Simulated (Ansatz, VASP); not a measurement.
**Ni in VASP and in Ansatz**

Contents of INCAR:

```
PREC = Accurate
ENCUT = 520
EDIFF = 1E-7
ISMEAR = -1
SIGMA = 0.1
LREAL = False
LASPH = True
NELM = 150
ALGO = Normal
ISIF = 2
LWAVE = False
LCHARG = False
ISPIN = 2
MAGMOM = 1.5 1.5
LORBIT = 11
LMAXMIX = 4
GGA = PS
NBANDS = 21
```

KPOINTS

```
regular mesh
0
Gamma
  13 13 7
```

Contents of POSCAR:

```
Ni
1.0
    2.3635402198      0.0000000000      0.0000000000
   -1.1817696271      2.0468857698      0.0000000000
    0.0000000000      0.0000000000      3.9322528895
Ni
2
Direct
    0.3333333333      0.6666666667      0.2500000000
    0.6666666667      0.3333333333      0.7500000000
```

Input for Ansatz:

```yaml
crystal:
  lattice:
    - [2.3635402197704276, 0.0, 0.0]
    - [-1.1817696271405214, 2.0468857698331653, 0.0]
    - [0.0, 0.0, 3.9322528895368856]
  atoms:
    - { symbol: Ni, position: [0.3333333333333333, 0.6666666666666666, 0.25], spin: 1.5 }
    - { symbol: Ni, position: [0.6666666666666666, 0.3333333333333333, 0.75], spin: 1.5 }
basis:
  ecutwfc: 500.0
kpoints:
  mp_grid:
    grid: [13, 13, 7]
hamiltonian:
  xc: pbesol
  pseudopotentials:
    kind: paw
magnetization:
  spin_polarized: true
scf:
  occupations:
    method: fermi_dirac
    width: 0.1
output:
  stress: true
```

Alike in both runs: task single point; functional PBEsol; k mesh 13 × 13 × 7; occupations fermi-dirac, width 0.1 eV; collinear spin.

|  | VASP | Ansatz |
| --- | --- | --- |
| version | VASP 6.6.1 | Ansatz 0.2.0 |
| potentials or method | VASP PAW PBE potentials, release 64 (Ni), cutoff 520 eV | plane waves, PAW |
| valence electrons in the cell | 20 | 36 |

```tsv
	VASP	Ansatz	Ansatz less VASP
pressure (GPa)	25.8	26.2	+0.39
traceless stress, the component that is largest in VASP (GPa)	-3.63	-3.65	-0.012
net moment per atom (μB)	0.59	0.60	+0.009
size of the moment on the site where the two differ most (μB)	0.58	0.62	+0.041
```

VASP's potentials were made for PBE, not for PBEsol. Site moments also hang on the region over which each program counts them. VASP's potentials hold 20 valence electrons a cell and Ansatz's 36, so a difference there can come from the potentials and not from the codes.
